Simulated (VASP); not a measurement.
Crystal: C.

```
CELL_PARAMETERS angstrom
2.11304 -1.22004 0.00000
2.11304 1.22004 0.00000
-1.36981 0.00000 3.47932
ATOMIC_POSITIONS crystal
C 0.16664 0.16664 0.99991
C 0.83336 0.83336 0.00009
```

This cell differs from its parent crystal: volume scaled by 0.98.

Base run:

| Item | Value |
| --- | --- |
| Program | VASP 6.6.1 |
| Functional | PBE |
| Potentials or basis | VASP PAW PBE potentials, release 64 (C) |
| Cutoff | 520 eV |
| k mesh | 13 × 13 × 8 |
| Occupations | fermi-dirac, width 0.05 eV |
| Spin | no spin polarisation |

Its results: band gap on the k mesh 0.94 eV, indirect (least direct gap 0.95 eV); pressure 10.0 GPa; largest force 0.004 eV/Å.

Task: After a change of settings the same cell gave: band gap on the k mesh 1.00 eV, indirect (least direct gap 1.01 eV); pressure 6.3 GPa; largest force 0.010 eV/Å. Which change was it?
A. functional from PBE to PBEsol
B. functional from PBE to r2SCAN
C. functional from PBE to LDA; potentials or basis from VASP PAW PBE potentials, release 64 (C) to VASP PAW LDA potentials, release 64 (C)

Result: B.

Caveats: this functional lacks dispersion, which binds the layers, so the pressure and a relaxed spacing across them are unreliable (some runs); the PAW data sets were made with another functional, which shifts forces and pressure a little (some runs).
